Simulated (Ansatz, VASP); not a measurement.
## One calculation of CdS, two programs

The input POSCAR:

```
CdS
1.0
    0.0000000000      2.8770830059      2.8770830059
    2.8770830059      0.0000000000      2.8770830059
    2.8770830059      2.8770830059      0.0000000000
Cd S
1 1
Direct
    0.0000000000      0.0000000000      0.0000000000
    0.7500000000      0.7500000000      0.7500000000
```

File INCAR.step1:

```
ALGO = Normal ; EDIFF = 1E-5
ENCUT = 470 ; GGA = PE
GGA_COMPAT = False ; ISIF = 2
ISMEAR = -1 ; LASPH = True
LREAL = False ; LWAVE = True
NBANDS = 20 ; NELM = 120
PREC = Accurate ; SIGMA = 0.05
```

INCAR.step2

```
AEXX = 0.25 ; ALGO = Normal
EDIFF = 1E-6 ; ENCUT = 470
GGA = PS ; GGA_COMPAT = False
HFSCREEN = 0.207 ; ISIF = 2
ISMEAR = -1 ; ISTART = 1
LASPH = True ; LCHARG = True
LELF = True ; LHFCALC = True
LREAL = False ; LVHAR = True
LWAVE = False ; NBANDS = 20
NELM = 120 ; PREC = Accurate
PRECFOCK = Normal ; SIGMA = 0.05
```

Contents of KPOINTS:

```
k-points
0
Gamma
  4 4 4
```

Contents of input.yaml:

```yaml
crystal:
  lattice:
    - [0.0, 2.8770830059, 2.8770830059]
    - [2.8770830059, 0.0, 2.8770830059]
    - [2.8770830059, 2.8770830059, 0.0]
  atoms:
    - { symbol: Cd, position: [0.0, 0.0, 0.0] }
    - { symbol: S, position: [0.75, 0.75, 0.75] }
hamiltonian:
  xc:
    exchange: hjs_pbesol
    correlation: pbesol
    exx: { coeff: 0.25, omega: 0.207 }
  pseudopotentials: { kind: paw }
kpoints:
  mp_grid: { grid: [4, 4, 4] }
scf:
  occupations: { method: fermi_dirac, width: 0.05 }
output:
  forces: true
  stress: true
  eigenvalues: true
```

Alike in both runs: task single point; functional PBEsol-based screened hybrid with a share of 0.25 of exact exchange and HFSCREEN = 0.207; k mesh 4 × 4 × 4; occupations fermi-dirac, width 0.05 eV; no spin polarisation.

|  | VASP | Ansatz |
| --- | --- | --- |
| version | VASP 6.6.1 | Ansatz 0.2.0 |
| potentials or method | VASP PAW PBE potentials, release 64 (Cd_sv_GW, S) | Ansatz PAW |
| plane-wave cutoff (eV) | 470 | 420 |
| valence electrons in the cell | 26 | 26 |

|  | VASP | Ansatz | Ansatz less VASP |
| --- | --- | --- | --- |
| gap on the k mesh at the Fermi level (eV) | 2.12 | 2.12 | 0.000 |
| least direct gap on the mesh (eV) | 2.12 | 2.12 | 0.000 |

VASP's potentials were made for PBE, not for PBEsol-based screened hybrid. With one functional, cell and mesh, what is left measures potentials, basis and numerics.

The k mesh is coarse, so the values compare programs but aren't converged.
